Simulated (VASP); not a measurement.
# Be4Se3 (P1) in VASP: relaxation of cell and atoms with PBE

Aim: the relaxation of cell and atoms of Be4Se3 with PBE.

Program: VASP 6.6.1. These are calculated values, not measurements. Logs are shortened: lines on timing, memory, paths and dates and some standing lists are left out, and cuts for length are marked.

**1. The cell of the first run**

The typed cell holds 7 atoms: a = 5.057 Å, b = 5.002 Å, c = 4.905 Å, α = 91.15°, β = 91.75°, γ = 89.96°.

**2. Relaxation of cell and atoms, PBE**

INCAR

```
PREC = Accurate
ENCUT = 600
EDIFF = 1E-6
ISMEAR = 0
SIGMA = 0.1
LREAL = F
LASPH = T
NELM = 60
ALGO = Normal
ISIF = 3
LWAVE = F
LCHARG = F
GGA = PE
IBRION = 2
NSW = 80
EDIFFG = -0.025
```

KPOINTS

```
Automatic mesh
0
Gamma
  4 4 4
```

POSCAR

```
Be4Se3
1.0
    5.0568108056      0.0015854671     -0.0761422025
    0.0015854671      5.0013821866     -0.0495885631
   -0.0761422025     -0.0495885631      4.9046369743
Be Se
4 3
Direct
    0.7692163970      0.7562378100      0.2090524277
    0.7590157764      0.2409631838      0.7669168998
    0.2302422677      0.2178699689      0.2693938825
    0.2352646767      0.7783416434      0.7158834841
    0.4837761727     -0.0137510303      0.4846645739
    0.0168434127      0.5145432309      0.5079925703
    0.5056412969      0.5057951933      0.0460961618
```

Potentials or basis: VASP PAW PBE potentials, release 64 (Be, Se).

Started as:

```console
> cat potpaw_PBE.64/Be/POTCAR potpaw_PBE.64/Se/POTCAR > POTCAR
> mpirun -np 1 vasp_std > vasp.out
```

OUTCAR:

```text
PREC = Accurate
   ENCUT = 600
   EDIFF = 1E-6
   ISMEAR = 0
   LREAL = F
   LASPH = T
   NELM = 60
   ISIF = 3
   GGA = PE
   IBRION = 2
   NSW = 80
   EDIFFG = -0.025

 ion  position               nearest neighbor table
   1  0.769  0.756  0.209-   7 1.97   6 2.27   5 2.30
   2  0.759  0.241  0.767-   5 2.30   7 2.30   6 2.32
   3  0.230  0.218  0.269-   5 2.02   6 2.18   7 2.32
   4  0.235  0.778  0.716-   6 1.97   5 2.02   7 2.51
   5  0.484  0.986  0.485-   3 2.02   4 2.02   1 2.30   2 2.30
   6  0.017  0.515  0.508-   4 1.97   3 2.18   1 2.27   2 2.32
   7  0.506  0.506  0.046-   1 1.97   2 2.30   3 2.32   4 2.51

  LATTYP: Found a triclinic cell.
 ALAT       =     4.9054786219
 B/A-ratio  =     1.0309665298
 C/A-ratio  =     1.0196004614
 COS(alpha) =     0.0007797033
 COS(beta)  =     0.0200260182
 COS(gamma) =     0.0305763451

  Lattice vectors:

 A1 = (  -0.0761422025,  -0.0495885631,   4.9046369743)
 A2 = (  -5.0568108056,  -0.0015854671,   0.0761422025)
 A3 = (  -0.0015854671,  -5.0013821866,   0.0495885631)

Analysis of symmetry for initial positions (statically):
=====================================================================
 Subroutine PRICEL returns:
 Original cell was already a primitive cell.

 Routine SETGRP: Setting up the symmetry group for a
 triclinic supercell.

 Subroutine GETGRP returns: Found  1 space group operations
 (whereof  1 operations were pure point group operations)
 out of a pool of  2 trial point group operations.

The static configuration has the point symmetry C_1 .

Analysis of symmetry for dynamics (positions and initial velocities):
=====================================================================
 Subroutine PRICEL returns:
 Original cell was already a primitive cell.

 Routine SETGRP: Setting up the symmetry group for a
 triclinic supercell.

 Subroutine GETGRP returns: Found  1 space group operations
 (whereof  1 operations were pure point group operations)
 out of a pool of  2 trial point group operations.

The dynamic configuration has the point symmetry C_1 .

 Subroutine INISYM returns: Found  1 space group operations
 (whereof  1 operations are pure point group operations),
 and found     1 'primitive' translations

----------------------------------------------------------------------------------------

                                     Primitive cell

  volume of cell :     124.0020

  direct lattice vectors                    reciprocal lattice vectors
     5.056810806  0.001585467 -0.076142203     0.197799340 -0.000032260  0.003070416
     0.001585467  5.001382187 -0.049588563    -0.000032260  0.199964779  0.002021252
    -0.076142203 -0.049588563  4.904636974     0.003070416  0.002021252  0.203956791

  length of vectors
     5.057384272  5.001628266  4.905478622     0.197823172  0.199974996  0.203989915

  position of ions in fractional coordinates (direct lattice)
     0.769216397  0.756237810  0.209052428
     0.759015776  0.240963184  0.766916900
     0.230242268  0.217869969  0.269393882
     0.235264677  0.778341643  0.715883484
     0.483776173  0.986248970  0.484664574
     0.016843413  0.514543231  0.507992570
     0.505641297  0.505795193  0.046096162

  ion indices of the primitive-cell ions
   primitive index   ion index
                 1           1
                 2           2
                 3           3
                 4           4
                 5           5
                 6           6
                 7           7

----------------------------------------------------------------------------------------

 KPOINTS: Automatic mesh

Automatic generation of k-mesh.
 Grid dimensions read from file:
 generate k-points for:    4    4    4

 Generating k-lattice:

  Cartesian coordinates                     Fractional coordinates (reciprocal lattice)
     0.049449835 -0.000008065  0.000767604     0.250000000  0.000000000  0.000000000
    -0.000008065  0.049991195  0.000505313     0.000000000  0.250000000  0.000000000
     0.000767604  0.000505313  0.050989198     0.000000000  0.000000000  0.250000000

  Length of vectors
     0.049455793  0.049993749  0.050997479

  Shift w.r.t. Gamma in fractional coordinates (k-lattice)
     0.000000000  0.000000000  0.000000000

 Subroutine IBZKPT returns following result:
 ===========================================

 Found     36 irreducible k-points:

 Following reciprocal coordinates:
            Coordinates               Weight
  0.000000  0.000000  0.000000      1.000000
  0.250000 -0.000000  0.000000      2.000000
  0.500000 -0.000000  0.000000      1.000000
 -0.000000  0.250000  0.000000      2.000000
  0.250000  0.250000 -0.000000      2.000000
  0.500000  0.250000  0.000000      2.000000
[... 16 lines left out ...]
  0.000000 -0.250000  0.250000      2.000000
  0.250000 -0.250000  0.250000      2.000000
 [... further k-points ...]
   k-points           NKPTS =     36   k-points in BZ     NKDIM =     36   number of bands    NBANDS=     17
   number of dos      NEDOS =    301   number of ions     NIONS =      7
   total plane-waves  NPLWV =  64000
   dimension x,y,z NGX =    40 NGY =   40 NGZ =   40
   dimension x,y,z NGXF=    80 NGYF=   80 NGZF=   80
   ions per type =               4   3
   NGX,Y,Z   is equivalent  to a cutoff of  13.15, 13.30, 13.56 a.u.
   NGXF,Y,Z  is equivalent  to a cutoff of  26.30, 26.59, 27.11 a.u.
 SYSTEM =  unknown system
   PREC   = accura    normal or accurate (medium, high low for compatibility)
   ISTART =      0    job   : 0-new  1-cont  2-samecut
   ICHARG =      2    charge: 1-file 2-atom 10-const
   ISPIN  =      1    spin polarized calculation?
   LNONCOLLINEAR =      F non collinear calculations
   LSORBIT =      F    spin-orbit coupling
   LASPH  =      T    aspherical Exc in radial PAW
   ENCUT  =  600.0 eV  44.10 Ry    6.64 a.u.  10.10  9.99  9.80*2*pi/ulx,y,z
   NELM   =     60;   NELMIN=  2; NELMDL= -5     # of ELM steps
   EDIFF  = 0.1E-05   stopping-criterion for ELM
   LREAL  =      F    real-space projection
   EDIFFG = -.3E-01   stopping-criterion for IOM
   NSW    =     80    number of steps for IOM
   IBRION =      2    ionic relax: 0-MD 1-quasi-New 2-CG
   NFREE  =      1    steps in history (QN), initial steepest desc. (CG)
   ISIF   =      3    stress and relaxation
   ISYM   =      2    0-nonsym 1-usesym 2-fastsym
   POTIM  = 0.5000    time-step for ionic-motion
   TEBEG  =    0.0;   TEEND  =   0.0 temperature during run
   PSTRESS=    0.0 pullay stress
   NELECT =      26.0000    total number of electrons
   NUPDOWN=      -1.0000    fix difference up-down
   EMIN   =  10.00;   EMAX   =-10.00  energy-range for DOS
   EFERMI =   0.00;   METHOD = LEGACY
   ISMEAR =     0;   SIGMA  =   0.10  broadening in eV -4-tet -1-fermi 0-gaus
   EFERMI_NEDOS =   21; number of points for ismear=-14 and -15
   IALGO  =     38    algorithm
   IMIX   =      4    mixing-type and parameters
     AMIX     =   0.40;   BMIX     =  1.00
     AMIX_MAG =   1.60;   BMIX_MAG =  1.00
  volume/ion in A,a.u.               =      17.71       119.54
  Fermi-wavevector in a.u.,A,eV,Ry     =   0.972575  1.837900 12.869780  0.945902
  Thomas-Fermi vector in A             =   2.102885
   LORBIT       =      0    0 simple, 1 ext, 2 COOP (PROOUT), +10 PAW based schemes
   GGA     = PE    functional components
   LHFCALC =     F    Hartree Fock is set to
   AEXX    =    0.0000 exact exchange contribution
   IVDW    =     0    specifies the selected vdW correction
   LEPSILON=     F    determine dielectric tensor
   LRPA    =     F    only Hartree local field effects (RPA)
 conjugate gradient relaxation of ions
 non-spin polarized calculation
 Gauss-broadening in eV      SIGMA  =   0.10
  energy-cutoff  :      600.00
  volume of cell :      124.00
 maximum number of plane-waves:      4152
   NGX = 21   NGY = 19   NGZ = 19

--------------------------------------- Ionic step        1  -------------------------------------------

 number of electron      26.0000000 magnetization

 Free energy of the ion-electron system (eV)
  ---------------------------------------------------
  ext. energy  EPLUGINS =         0.00000000
  ---------------------------------------------------
  free energy    TOTEN  =       -26.02832527 eV

  energy without entropy =      -26.02796344  energy(sigma->0) =      -26.02814435

------------------------ aborting loop because EDIFF is reached ----------------------------------------

  FORCE on cell =-STRESS in cart. coord.  units (eV):
  Direction    XX          YY          ZZ          XY          YZ          ZX
  --------------------------------------------------------------------------------------
  -------------------------------------------------------------------------------------
  Total        2.4639899      3.0546248      2.2639768      2.6636011      2.3551704      2.6082647
  in kB       31.8361819     39.4675275     29.2518962     34.4152744     30.4301700     33.7002955
  external PRESSURE =      33.5185352 kB  Pullay stress =       0.0000000 kB
[... 104 lines left out ...]
  FREE ENERGIE OF THE ION-ELECTRON SYSTEM (eV)
  ---------------------------------------------------
  free  energy   TOTEN  =       -26.9895347223 eV

  energy  without entropy=      -26.9894946623  energy(sigma->0) =      -26.98951469

[... ionic steps 4 to 20 ...]

--------------------------------------- Ionic step       21  -------------------------------------------

 number of electron      26.0000000 magnetization

------------------------ aborting loop because EDIFF is reached ----------------------------------------

  FORCE on cell =-STRESS in cart. coord.  units (eV):
  Direction    XX          YY          ZZ          XY          YZ          ZX
  --------------------------------------------------------------------------------------
  -------------------------------------------------------------------------------------
  Total       -0.0828165     -0.0698335      0.0197196      0.0154796     -0.0181779     -0.0307501
  in kB       -1.0924036     -0.9211483      0.2601148      0.2041856     -0.2397784     -0.4056136
  external PRESSURE =      -0.5844790 kB  Pullay stress =       0.0000000 kB
[... 67 lines left out ...]
  energy  without entropy=      -27.3257518731  energy(sigma->0) =      -27.32575187

--------------------------------------- Ionic step       23  -------------------------------------------

 number of electron      26.0000000 magnetization

 Free energy of the ion-electron system (eV)
  ---------------------------------------------------
  ext. energy  EPLUGINS =         0.00000000
  ---------------------------------------------------
  free energy    TOTEN  =       -27.32608605 eV

  energy without entropy =      -27.32608605  energy(sigma->0) =      -27.32608605

 E-fermi :   4.1468     XC(G=0):  -9.2192

 val. band max:        3.7029716701   @ k =   0.0000   0.0000   0.5000
 cond. band min:       4.6463084843   @ k =   0.5000  -0.0000   0.0000
 fundamental gap:      0.9433368142
 Fermi energy:         4.1467978438

 k-point     1 :       0.0000    0.0000    0.0000
  band No.  band energies     occupation
      1     -10.9657      2.00000
      2      -9.1578      2.00000
      3      -9.1503      2.00000
      4      -1.9922      2.00000
      5      -1.9872      2.00000
      6      -1.9746      2.00000
[... 9 lines left out ...]
     16       7.2251      0.00000
     17       7.6378      0.00000
[... 443 lines left out ...]
      1     -10.4300      2.00000
      2      -9.4766      2.00000
      3      -9.4734      2.00000
      4      -2.4998      2.00000
      5      -1.6019      2.00000
      6      -1.5971      2.00000
[... 9 lines left out ...]
     16       6.8283      0.00000
     17       7.9854      0.00000

 [... further k-points ...]

------------------------ aborting loop because EDIFF is reached ----------------------------------------

  FORCE on cell =-STRESS in cart. coord.  units (eV):
  Direction    XX          YY          ZZ          XY          YZ          ZX
  --------------------------------------------------------------------------------------
  -------------------------------------------------------------------------------------
  Total       -0.0313715     -0.0084167      0.0838192     -0.0160541     -0.0145444     -0.0194084
  in kB       -0.4141890     -0.1111237      1.1066413     -0.2119579     -0.1920256     -0.2562435
  external PRESSURE =       0.1937762 kB  Pullay stress =       0.0000000 kB
[... 22 lines left out ...]
  FREE ENERGIE OF THE ION-ELECTRON SYSTEM (eV)
  ---------------------------------------------------
  free  energy   TOTEN  =       -27.3260860534 eV

  energy  without entropy=      -27.3260860534  energy(sigma->0) =      -27.32608605

 reached required accuracy - stopping structural energy minimisation
```

Run time: 7 min. Hardware: 1 thread of Intel Xeon 6975P-C (Granite Rapids), shared host; peak memory 0.3 GiB.

What came out:

- Free energy: -27.3261 eV
- Relaxed volume: 17.34 Å³/atom
- Relaxed cell: a = 4.956 Å, b = 4.953 Å, c = 4.944 Å, α = 89.89°, β = 89.97°, γ = 90.11°
- Space group after relaxing (to 0.1 Å): P-43m (No. 215)
- Energy gained by relaxing: 185.4 meV/atom
- Ionic steps: 23
- Pressure after relaxing: 0.0 GPa
- Largest force after relaxing: 0.016 eV/Å
- Band gap on the k mesh: 0.94 eV (least direct gap 0.95 eV)

Forces in eV/Å, atoms in the order of the input:
```
Be  -0.002 -0.010 -0.008
Be   0.008 -0.007  0.000
Be   0.002 -0.009 -0.001
Be  -0.006  0.006 -0.003
Se  -0.001 -0.001  0.002
Se   0.009  0.007  0.012
Se  -0.009  0.013 -0.001
```

Step by step:
```tsv
step	energy change (eV)	largest force (eV/Å)	pressure (GPa)	volume (Å³)
1	0.0000	3.5491	3.35	124.00
2	-0.9539	1.1174	-3.77	130.66
3	-0.9612	1.2043	-3.39	129.94
4	-1.2107	0.5559	-0.70	123.81
5	-1.2317	0.4166	0.53	121.65
6	-1.2694	0.3019	0.06	122.15
7	-1.2717	0.2946	-0.06	122.30
8	-1.2831	0.1666	-0.17	122.29
9	-1.2857	0.1516	-0.25	122.29
10	-1.2918	0.1050	0.01	121.67
11	-1.2940	0.1213	0.30	121.03
12	-1.2958	0.0468	-0.13	121.58
13	-1.2958	0.0425	-0.07	121.50
14	-1.2963	0.0374	-0.02	121.39
15	-1.2964	0.0382	0.01	121.35
16	-1.2966	0.0329	0.02	121.33
17	-1.2967	0.0336	0.03	121.31
18	-1.2968	0.0312	0.02	121.33
19	-1.2972	0.0445	-0.03	121.41
20	-1.2971	0.0880	-0.11	121.55
21	-1.2972	0.0609	-0.06	121.46
22	-1.2974	0.0485	-0.04	121.44
23	-1.2978	0.0162	0.02	121.35
```

Final structure:
```
Be Se
1.0
     4.95554   -0.00464    0.00308
    -0.00492    4.95324    0.00645
    -0.00088    0.00295    4.94387
Be Se
4 3
Cartesian
  3.8108 3.8160 1.1469
  3.7974 1.1486 3.8044
  1.1427 1.1479 1.1522
  1.1519 3.7922 3.7991
  2.4714 4.9520 2.4800
  4.9482 2.4732 2.4769
  2.4775 2.4735 0.0102
```
